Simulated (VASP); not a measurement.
Wanted: the native input for a VASP 6.6.1 run.

| Property | Result |
| --- | --- |
| Task | relaxation of cell and atoms |
| Functional | r2SCAN |
| Potentials or basis | VASP PAW PBE potentials, release 64 (Mo_sv) |
| Cutoff | 600 eV |
| k mesh | 18 × 18 × 18 |
| Occupations | gaussian, width 0.1 eV |
| Spin | no spin polarisation |
| Target pressure | 5 GPa |
| Dipole correction | no |
| Further INCAR settings | ALGO = Normal; EDIFF = 1e-06; IBRION = 2; EDIFFG = -0.008; NSW = 70; ISIF = 3 |

Mo:

```
Mo
1.0
    -1.56580    1.56580    1.56580
     1.56580   -1.56580    1.56580
     1.56580    1.56580   -1.56580
Mo
1
Direct
  0.00000 0.00000 0.00000
```

These files were run (other wordings do the same):

POSCAR

```
Mo
1.0
   -1.5657961247      1.5657961247      1.5657961247
    1.5657961247     -1.5657961247      1.5657961247
    1.5657961247      1.5657961247     -1.5657961247
Mo
1
Direct
    0.0000000000      0.0000000000      0.0000000000
```

INCAR.step1

```
SYSTEM = Mo
PREC = Accurate
ENCUT = 600
ISMEAR = 0
SIGMA = 0.1
LREAL = .False.
LASPH = .True.
NELM = 60
GGA = PE
ALGO = Normal
EDIFF = 1E-4
LWAVE = .True.
LCHARG = .False.
```

INCAR.step2

```
SYSTEM = Mo
PREC = Accurate
ENCUT = 600
EDIFF = 1E-6
ISMEAR = 0
SIGMA = 0.1
LREAL = .False.
LASPH = .True.
NELM = 60
ALGO = Normal
ISIF = 3
LWAVE = .False.
LCHARG = .False.
METAGGA = R2SCAN
LMIXTAU = .True.
IBRION = 2
NSW = 70
EDIFFG = -0.008
PSTRESS = 50.0
ISTART = 1
```

KPOINTS

```
Automatic mesh
0
Gamma
  18 18 18
  0 0 0
```

Potentials or basis: VASP PAW PBE potentials, release 64 (Mo_sv).

Launch:

```bash
$ cat potpaw_PBE.64/Mo_sv/POTCAR > POTCAR
$ cp INCAR.step1 INCAR
$ mpirun -np 1 vasp_std > vasp.out
$ cp INCAR.step2 INCAR
$ mpirun -np 1 vasp_std > vasp.out
```

It gave:

```
Relaxed volume                                             : 15.42 Å³/atom
Relaxed cell                                               : a = 2.716 Å, b = 2.716 Å, c = 2.716 Å, α = 109.47°, β = 109.47°, γ = 109.47°
Space group after relaxing (to 0.1 Å)                      : Im-3m (No. 229)
Energy change on relaxing (the run minimises the enthalpy) : -2.3 meV/atom
Ionic steps                                                : 3
Pressure after relaxing                                    : 5.0 GPa
Band gap on the k mesh                                     : zero (bands 7 and 8 overlap by 5.67 eV)
```

Caveat: the cell is relaxed towards a set pressure, so the run minimises the enthalpy, not the energy; the PAW data sets were made with another functional, which shifts forces and pressure a little.

It took 8.4 min on 1 thread of AMD EPYC 7R43 64-Core Processor (Zen 3), on a shared host, peak memory 0.15 GiB.
